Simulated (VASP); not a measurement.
Wanted: the native input for a VASP 6.6.1 run.

```
Task                   : single point
Functional             : PBE
Potentials or basis    : VASP PAW PBE potentials, release 64 (Rb_sv, Na_pv)
Cutoff                 : 520 eV
k mesh                 : 6 × 6 × 4
Occupations            : gaussian, width 0.1 eV
Spin                   : no spin polarisation
Dipole correction      : no
Further INCAR settings : ALGO = Fast; EDIFF = 1e-06; NBANDS = 18
```

The structure of RbNa2 lies in POSCAR:

```
RbNa2
1.0
    3.3269174300      0.0000000000      0.0000000000
    0.0000000000      3.3269174300      0.0000000000
    0.0000000000      0.0000000000      6.8968310300
Rb Na
1 2
Direct
    0.0000000000      0.0000000000      0.0000000000
    0.5000000000      0.5000000000      0.2843227100
    0.5000000000      0.5000000000      0.7156772900
```

These files were run (other wordings do the same):

INCAR

```
SYSTEM = RbNa2
PREC     = Accurate       ! precision mode
ENCUT    = 520            ! plane-wave cutoff, eV
EDIFF    = 1E-6           ! SCF threshold, eV
ISMEAR   = 0              ! smearing method
SIGMA    = 0.1            ! smearing width, eV
LREAL    = .False.        ! projectors in reciprocal space
LASPH    = .True.         ! aspherical terms in the spheres
NELM     = 80             ! most SCF steps
ALGO     = Fast           ! electronic algorithm
ISIF     = 2              ! what is computed and relaxed
LWAVE    = .False.        ! write WAVECAR
LCHARG   = .False.        ! write CHGCAR
GGA      = PE             ! functional
NBANDS   = 18             ! bands
```

KPOINTS

```
Automatic mesh
0
Gamma
  6 6 4
  0 0 0
```

Potentials or basis: VASP PAW PBE potentials, release 64 (Rb_sv, Na_pv).

The run is started by

```console
$ cat potpaw_PBE.64/Rb_sv/POTCAR potpaw_PBE.64/Na_pv/POTCAR > POTCAR
$ mpirun -np 1 vasp_std > vasp.out
```

Results of the run:

The pressure is 15.3 GPa and the largest force is 1.566 eV/Å.

Caveat: forces of over 1 eV/Å act on the atoms, so gaps and moduli don't describe the material at rest.

Wall time 28 s on 1 thread of Intel(R) Xeon(R) 6975P-C (Granite Rapids), with other jobs on the host, peak memory 0.21 GiB.
